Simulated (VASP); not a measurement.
# SiC: single point with r2SCAN

Crystal: SiC.

```
CELL_PARAMETERS angstrom
0.00000 1.98566 1.98566
1.98566 0.00000 1.98566
1.98566 1.98566 0.00000
ATOMIC_POSITIONS crystal
C 0.00000 0.00000 0.00000
Si 0.50000 0.50000 0.50000
```

- Program: VASP 6.6.1
- Task: single point
- Functional: r2SCAN
- Potentials or basis: VASP PAW PBE potentials, release 64 (C, Si)
- Cutoff: 520 eV
- k mesh: 20 × 20 × 20
- Occupations: gaussian, width 0.05 eV
- Spin: no spin polarisation
- Dipole correction: no
- Further INCAR settings: ALGO = Normal; EDIFF = 1e-07; NBANDS = 11

```yaml
Pressure: 12.5 GPa
Band_gap_on_the_k_mesh: zero (bands 4 and 5 overlap by 0.35 eV)
```

Levels at points of the mesh, in eV from the Fermi level:
| k point | band 1 | band 2 | band 3 | band 4 | band 5 | band 6 | band 7 | band 8 | band 9 |
| --- | --- | --- | --- | --- | --- | --- | --- | --- | --- |
| (0.00, 0.00, 0.00) | -20.16 | -0.01 | -0.01 | -0.01 | 9.24 | 9.40 | 9.40 | 9.40 | 14.49 |
| (0.50, 0.00, 0.00) | -14.62 | -12.50 | -1.33 | -1.33 | 5.93 | 5.93 | 6.83 | 11.29 | 16.76 |
| (0.50, 0.50, 0.00) | -12.63 | -10.80 | -4.82 | -4.82 | -0.32 | 2.68 | 16.88 | 16.88 | 17.21 |

Run time: 3.7 min on 1 thread of Intel Xeon 8259CL, on a shared host, peak memory 0.17 GiB.

Caveat: the cell stands under pressure; semilocal functionals underestimate gaps, so a narrow gap can read as zero; the PAW data sets were made with another functional, which shifts forces and pressure a little.
